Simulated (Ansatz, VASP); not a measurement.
Sb: VASP beside Ansatz

Contents of INCAR:

```
SYSTEM = Sb
ALGO = Normal
EDIFF = 1E-6
ENCUT = 520
GGA = PS
ISIF = 2
ISMEAR = -1
LASPH = .TRUE.
LCHARG = .FALSE.
LREAL = .FALSE.
LWAVE = .FALSE.
NBANDS = 12
NELM = 60
PREC = Accurate
SIGMA = 0.15
```

The input KPOINTS:

```
k-points
0
G
  8 8 8
  0 0 0
```

POSCAR

```
Sb
1.0
    2.0798572323      1.2008061813      3.6283091073
   -2.0798572323      1.2008061813      3.6283091073
    0.0000000000     -2.4016123627      3.6283091073
Sb
2
Direct
    0.2334900000      0.2334900000      0.2334900000
    0.7665100000      0.7665100000      0.7665100000
```

Input for Ansatz:

```yaml
crystal:
  lattice:
    - [2.0798572323174476, 1.2008061813367905, 3.6283091073479565]
    - [-2.0798572323174476, 1.2008061813367905, 3.6283091073479565]
    - [0.0, -2.401612362673581, 3.6283091073479565]
  atoms:
    - { symbol: Sb, position: [0.23349, 0.23349, 0.23349] }
    - { symbol: Sb, position: [0.76651, 0.76651, 0.76651] }
basis:
  ecutwfc: 500.0
kpoints:
  mp_grid:
    grid: [8, 8, 8]
hamiltonian:
  xc: pbesol
  pseudopotentials:
    kind: paw
scf:
  occupations:
    method: fermi_dirac
    width: 0.15
output:
  stress: true
```

Alike in both runs: task single point; functional PBEsol; k mesh 8 × 8 × 8; occupations fermi-dirac, width 0.15 eV; no spin polarisation.

```csv
,VASP,Ansatz
version,VASP 6.6.1,Ansatz 0.2.0
potentials or method,"VASP PAW PBE potentials, release 64 (Sb), cutoff 520 eV","plane waves, PAW"
valence electrons in the cell,10,30
```

Ansatz gave:

```
pressure (GPa)                                                : 7.7
traceless stress, the component that is largest in VASP (GPa) : -1.07
```

Question: Which values does VASP return?

Answer: Pressure (GPa): 8.1; traceless stress, the component that is largest in VASP (GPa): -1.16.

VASP's potentials were made for PBE, not for PBEsol. VASP's potentials hold 10 valence electrons a cell and Ansatz's 30, so a difference there can come from the potentials and not from the codes.

Spin-orbit coupling is off throughout.
